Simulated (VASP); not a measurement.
# YSb (Fm-3m) in VASP: single point with LDA

Aim: the single point of YSb with LDA.

Everything below comes from runs of VASP 6.6.1. Logs are shortened: lines on timing, memory, paths and dates and some standing lists are left out, and cuts for length are marked.

## 1. The cell of the first run

Symmetry: Fm-3m, No. 225, cubic system. Conventional cell: a = 6.190 Å, b = 6.190 Å, c = 6.190 Å, α = 90.00°, β = 90.00°, γ = 90.00°. Y (site symmetry m-3m) has 6 Sb at 3.10 Å within 4.1 Å. Within 4.1 Å of Sb (site symmetry m-3m) lie 6 Y at 3.10 Å.

## 2. Single point, LDA, collinear spin

Contents of INCAR:

```
PREC = Accurate
ENCUT = 520
EDIFF = 1E-7
ISMEAR = -1
SIGMA = 0.05
LREAL = False
LASPH = True
NELM = 150
ALGO = Normal
ISIF = 2
LWAVE = False
LCHARG = False
ISPIN = 2
MAGMOM = 1.6 0
LORBIT = 11
NUPDOWN = 1.6
LMAXMIX = 4
NBANDS = 19
```

Contents of KPOINTS:

```
Automatic mesh
0
Gamma
  9 9 9
```

Contents of POSCAR:

```
YSb
1.0
    0.0000000000      3.0950000000      3.0950000000
    3.0950000000      0.0000000000      3.0950000000
    3.0950000000      3.0950000000      0.0000000000
Y Sb
1 1
Direct
    0.5000000000      0.5000000000      0.5000000000
    0.0000000000      0.0000000000      0.0000000000
```

Potentials or basis: VASP PAW LDA potentials, release 64 (Y_sv, Sb).

On the command line:

```
$ cat potpaw_LDA.64/Y_sv/POTCAR potpaw_LDA.64/Sb/POTCAR > POTCAR
$ mpirun -np 1 vasp_std > vasp.out
```

OUTCAR:

```text
PREC = Accurate
   ENCUT = 520
   EDIFF = 1E-7
   ISMEAR = -1
   LREAL = False
   LASPH = True
   NELM = 150
   ISIF = 2
   ISPIN = 2
   LORBIT = 11
   NUPDOWN = 1.6

 ion  position               nearest neighbor table
   1  0.500  0.500  0.500-   2 3.10   2 3.10   2 3.10   2 3.10   2 3.10   2 3.10
   2  0.000  0.000  0.000-   1 3.10   1 3.10   1 3.10   1 3.10   1 3.10   1 3.10

  LATTYP: Found a face centered cubic cell.
 ALAT       =     6.1900000000

  Lattice vectors:

 A1 = (   0.0000000000,   3.0950000000,   3.0950000000)
 A2 = (   3.0950000000,   0.0000000000,   3.0950000000)
 A3 = (   3.0950000000,   3.0950000000,   0.0000000000)

Analysis of symmetry for initial positions (statically):
=====================================================================
 Subroutine PRICEL returns:
 Original cell was already a primitive cell.

 Routine SETGRP: Setting up the symmetry group for a
 face centered cubic supercell.

 Subroutine GETGRP returns: Found 48 space group operations
 (whereof 48 operations were pure point group operations)
 out of a pool of 48 trial point group operations.

The static configuration has the point symmetry O_h .

Analysis of symmetry for dynamics (positions and initial velocities):
=====================================================================
 Subroutine PRICEL returns:
 Original cell was already a primitive cell.

 Routine SETGRP: Setting up the symmetry group for a
 face centered cubic supercell.

 Subroutine GETGRP returns: Found 48 space group operations
 (whereof 48 operations were pure point group operations)
 out of a pool of 48 trial point group operations.

The dynamic configuration has the point symmetry O_h .

Analysis of structural, dynamic, and magnetic symmetry:
=====================================================================
 Subroutine PRICEL returns:
 Original cell was already a primitive cell.

 Routine SETGRP: Setting up the symmetry group for a
 face centered cubic supercell.

 Subroutine GETGRP returns: Found 48 space group operations
 (whereof 48 operations were pure point group operations)
 out of a pool of 48 trial point group operations.

The overall configuration has the point symmetry O_h .

 Subroutine INISYM returns: Found 48 space group operations
 (whereof 48 operations are pure point group operations),
 and found     1 'primitive' translations

----------------------------------------------------------------------------------------

                                     Primitive cell

  volume of cell :      59.2942

  direct lattice vectors                    reciprocal lattice vectors
     0.000000000  3.095000000  3.095000000    -0.161550889  0.161550889  0.161550889
     3.095000000  0.000000000  3.095000000     0.161550889 -0.161550889  0.161550889
     3.095000000  3.095000000  0.000000000     0.161550889  0.161550889 -0.161550889

  length of vectors
     4.376990976  4.376990976  4.376990976     0.279814347  0.279814347  0.279814347

  position of ions in fractional coordinates (direct lattice)
     0.500000000  0.500000000  0.500000000
     0.000000000  0.000000000  0.000000000

  ion indices of the primitive-cell ions
   primitive index   ion index
                 1           1
                 2           2

----------------------------------------------------------------------------------------

 KPOINTS: Automatic mesh

Automatic generation of k-mesh.
 Grid dimensions read from file:
 generate k-points for:    9    9    9

 Generating k-lattice:

  Cartesian coordinates                     Fractional coordinates (reciprocal lattice)
    -0.017950099  0.017950099  0.017950099     0.111111111  0.000000000  0.000000000
     0.017950099 -0.017950099  0.017950099     0.000000000  0.111111111  0.000000000
     0.017950099  0.017950099 -0.017950099     0.000000000  0.000000000  0.111111111

  Length of vectors
     0.031090483  0.031090483  0.031090483

  Shift w.r.t. Gamma in fractional coordinates (k-lattice)
     0.000000000  0.000000000  0.000000000

 Subroutine IBZKPT returns following result:
 ===========================================

 Found     35 irreducible k-points:

 Following reciprocal coordinates:
            Coordinates               Weight
  0.000000  0.000000  0.000000      1.000000
  0.111111  0.000000  0.000000      8.000000
  0.222222  0.000000  0.000000      8.000000
  0.333333  0.000000  0.000000      8.000000
  0.444444  0.000000  0.000000      8.000000
  0.111111  0.111111  0.000000      6.000000
[... 16 lines left out ...]
 -0.333333  0.333333  0.000000     12.000000
  0.444444  0.444444  0.000000      6.000000
 [... further k-points ...]
   k-points           NKPTS =     35   k-points in BZ     NKDIM =     35   number of bands    NBANDS=     19
   number of dos      NEDOS =    301   number of ions     NIONS =      2
   total plane-waves  NPLWV =  46656
   dimension x,y,z NGX =    36 NGY =   36 NGZ =   36
   dimension x,y,z NGXF=    72 NGYF=   72 NGZF=   72
   ions per type =               1   1
   NGX,Y,Z   is equivalent  to a cutoff of  13.67, 13.67, 13.67 a.u.
   NGXF,Y,Z  is equivalent  to a cutoff of  27.35, 27.35, 27.35 a.u.
 SYSTEM =  unknown system
   PREC   = accura    normal or accurate (medium, high low for compatibility)
   ISTART =      0    job   : 0-new  1-cont  2-samecut
   ICHARG =      2    charge: 1-file 2-atom 10-const
   ISPIN  =      2    spin polarized calculation?
   LNONCOLLINEAR =      F non collinear calculations
   LSORBIT =      F    spin-orbit coupling
   LASPH  =      T    aspherical Exc in radial PAW
   ENCUT  =  520.0 eV  38.22 Ry    6.18 a.u.   8.14  8.14  8.14*2*pi/ulx,y,z
   NELM   =    150;   NELMIN=  2; NELMDL= -5     # of ELM steps
   EDIFF  = 0.1E-06   stopping-criterion for ELM
   LREAL  =      F    real-space projection
   EDIFFG = 0.1E-05   stopping-criterion for IOM
   NSW    =      0    number of steps for IOM
   IBRION =     -1    ionic relax: 0-MD 1-quasi-New 2-CG
   NFREE  =      0    steps in history (QN), initial steepest desc. (CG)
   ISIF   =      2    stress and relaxation
   ISYM   =      2    0-nonsym 1-usesym 2-fastsym
   POTIM  = 0.5000    time-step for ionic-motion
   TEBEG  =    0.0;   TEEND  =   0.0 temperature during run
   PSTRESS=    0.0 pullay stress
   NELECT =      16.0000    total number of electrons
   NUPDOWN=       1.6000    fix difference up-down
   EMIN   =  10.00;   EMAX   =-10.00  energy-range for DOS
   EFERMI =   0.00;   METHOD = LEGACY
   ISMEAR =    -1;   SIGMA  =   0.05  broadening in eV -4-tet -1-fermi 0-gaus
   EFERMI_NEDOS =   21; number of points for ismear=-14 and -15
   IALGO  =     38    algorithm
   IMIX   =      4    mixing-type and parameters
     AMIX     =   0.40;   BMIX     =  1.00
     AMIX_MAG =   1.60;   BMIX_MAG =  1.00
  volume/ion in A,a.u.               =      29.65       200.07
  Fermi-wavevector in a.u.,A,eV,Ry     =   1.057899  1.999139 15.226962  1.119150
  Thomas-Fermi vector in A             =   2.193189
   LORBIT       =     11    0 simple, 1 ext, 2 COOP (PROOUT), +10 PAW based schemes
   GGA     = CA    functional components
   LHFCALC =     F    Hartree Fock is set to
   AEXX    =    0.0000 exact exchange contribution
   IVDW    =     0    specifies the selected vdW correction
   LEPSILON=     F    determine dielectric tensor
   LRPA    =     F    only Hartree local field effects (RPA)
 spin polarized calculation
  energy-cutoff  :      520.00
  volume of cell :       59.29
 maximum number of plane-waves:      1639
 NGX is ok and might be reduce to    36
   NGX = 17   NGY = 17   NGZ = 17

 number of electron      15.9999999 magnetization       1.6000000

 Free energy of the ion-electron system (eV)
  ---------------------------------------------------
  ext. energy  EPLUGINS =         0.00000000
  ---------------------------------------------------
  free energy    TOTEN  =       -12.51424912 eV

  energy without entropy =      -12.48978605  energy(sigma->0) =      -12.50201759

 E-fermi :   3.6673     XC(G=0):  -9.8769

 val. band max:        6.7573933149   @ k =  -0.3333   0.3333   0.1111
 cond. band min:       3.6677256620   @ k =  -0.4444   0.4444   0.1111
 fundamental gap:     -3.0896676529
 Fermi energy:         6.7776881180

 spin component 1

 k-point     1 :       0.0000    0.0000    0.0000
  band No.  band energies     occupation
      1     -37.3120      1.00000
      2     -17.4612      1.00000
      3     -17.4612      1.00000
      4     -17.4612      1.00000
      5      -5.3228      1.00000
      6       5.2684      1.00000
[... 11 lines left out ...]
     18      16.2266      0.00000
     19      16.2796      0.00000
[... 485 lines left out ...]
 k-point    24 :       0.4444    0.4444    0.0000
  band No.  band energies     occupation
      1     -37.3045      1.00000
      2     -17.5490      1.00000
      3     -17.4967      1.00000
      4     -17.4967      1.00000
      5      -4.2298      1.00000
      6       1.7544      1.00000
[... 11 lines left out ...]
     18      15.3457      0.00000
     19      16.1591      0.00000

 [... further k-points ...]

 spin component 2

 k-point     1 :       0.0000    0.0000    0.0000
  band No.  band energies     occupation
      1     -37.0744      1.00000
      2     -17.1721      1.00000
      3     -17.1721      1.00000
      4     -17.1721      1.00000
      5      -4.8908      1.00000
      6       5.7151      0.00000
[... 11 lines left out ...]
     18      16.6773      0.00000
     19      16.6773      0.00000
[... 485 lines left out ...]
 k-point    24 :       0.4444    0.4444    0.0000
  band No.  band energies     occupation
      1     -37.0672      1.00000
      2     -17.2563      1.00000
      3     -17.2062      1.00000
      4     -17.2062      1.00000
      5      -3.8212      1.00000
      6       2.2283      1.00000
[... 11 lines left out ...]
     18      15.8217      0.00000
     19      16.7001      0.00000

 [... further k-points ...]

------------------------ aborting loop because EDIFF is reached ----------------------------------------

  FORCE on cell =-STRESS in cart. coord.  units (eV):
  Direction    XX          YY          ZZ          XY          YZ          ZX
  --------------------------------------------------------------------------------------
  -------------------------------------------------------------------------------------
  Total       -0.7200211     -0.7200211     -0.7200211      0.0000000     -0.0000000     -0.0000000
  in kB      -19.4555655    -19.4555655    -19.4555655      0.0000000     -0.0000000     -0.0000000
  external PRESSURE =     -19.4555655 kB  Pullay stress =       0.0000000 kB

 VOLUME and BASIS-vectors are now :
 -----------------------------------------------------------------------------
  energy-cutoff  :      520.00
  volume of cell :       59.29
      direct lattice vectors                 reciprocal lattice vectors
     0.000000000  3.095000000  3.095000000    -0.161550889  0.161550889  0.161550889
     3.095000000  0.000000000  3.095000000     0.161550889 -0.161550889  0.161550889
     3.095000000  3.095000000  0.000000000     0.161550889  0.161550889 -0.161550889

 POSITION                                       TOTAL-FORCE (eV/Angst)
 -----------------------------------------------------------------------------------
      3.09500      3.09500      3.09500        -0.000000     -0.000000      0.000000
      0.00000      0.00000      0.00000         0.000000      0.000000     -0.000000
 -----------------------------------------------------------------------------------
    total drift:                                0.000000      0.000000      0.000000

  FREE ENERGIE OF THE ION-ELECTRON SYSTEM (eV)
  ---------------------------------------------------
  free  energy   TOTEN  =       -12.5142491161 eV

  energy  without entropy=      -12.4897860547  energy(sigma->0) =      -12.50201759

 total charge

# of ion       s       p       d       f       tot
--------------------------------------------------
    1        2.174   6.250   1.076   0.026   9.526
    2        1.146   1.360   0.030   0.000   2.536
--------------------------------------------------
tot          3.320   7.611   1.106   0.026  12.062

 magnetization (x)

# of ion       s       p       d       f       tot
--------------------------------------------------
    1        0.016   0.066   0.490   0.013   0.584
    2        0.002   0.266   0.023   0.000   0.291
--------------------------------------------------
tot          0.019   0.331   0.512   0.013   0.875
```

Run time: 70 s. Hardware: 1 thread of AMD EPYC 7R13 (Zen 3), shared host; peak memory 0.21 GiB.

What came out:

* Free energy: -12.5142 eV
* Pressure: -1.9 GPa
* Net moment: 1.60 μB per cell
* Site moments: Y +0.58; Sb +0.29 μB
* Valence electrons inside the program's atomic spheres: Y 9.53; Sb 2.54

Caveat: spin-orbit coupling is left out, which moves the levels of the heavy elements; the total moment is fixed, so each spin has its own Fermi level and the state may be an excited one.
